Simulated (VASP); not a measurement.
Wanted: the native input for a VASP 6.6.1 run.

| Property | Result |
| --- | --- |
| Task | single point |
| Functional | PBE |
| Potentials or basis | VASP PAW PBE potentials, release 64 (Mg, S) |
| Cutoff | 520 eV |
| k mesh | 4 × 4 × 4 |
| Occupations | gaussian, width 0.01 eV |
| Spin | no spin polarisation |
| Dipole correction | no |
| Further INCAR settings | ALGO = Normal; EDIFF = 1e-07; NBANDS = 11 |

The structure of MgS lies in POSCAR:

```
MgS
1.0
    0.0000000000      2.8874943781      2.8874943781
    2.8874943781      0.0000000000      2.8874943781
    2.8874943781      2.8874943781      0.0000000000
Mg S
1 1
Direct
    0.0000000000      0.0000000000      0.0000000000
    0.2500000000      0.2500000000      0.2500000000
```

This cell differs from its parent crystal: strain +2.0%.

One way to write it, as run:

INCAR

```
ALGO = Normal ; EDIFF = 1E-7
ENCUT = 520 ; GGA = PE
ISIF = 2 ; ISMEAR = 0
LASPH = T ; LCHARG = F
LREAL = F ; LWAVE = F
NBANDS = 11 ; NELM = 60
PREC = Accurate ; SIGMA = 0.01
```

KPOINTS

```
k-points
0
Gamma
  4 4 4
```

Potentials or basis: VASP PAW PBE potentials, release 64 (Mg, S).

Run with:

```bash
$ cat potpaw_PBE.64/Mg/POTCAR potpaw_PBE.64/S/POTCAR > POTCAR
$ mpirun -np 1 vasp_std > vasp.out
```

It gave:

```json
{
  "Pressure": "-2.1 GPa",
  "Band gap on the k mesh": "3.16 eV, direct"
}
```

Caveat: the k points lie up to 0.47 Å⁻¹ apart; the cell differs from its parent crystal (strain +2.0%).

It took 5 s on 1 thread of Intel(R) Xeon(R) Platinum 8488C (Sapphire Rapids) (shared host), peak memory 0.16 GiB.
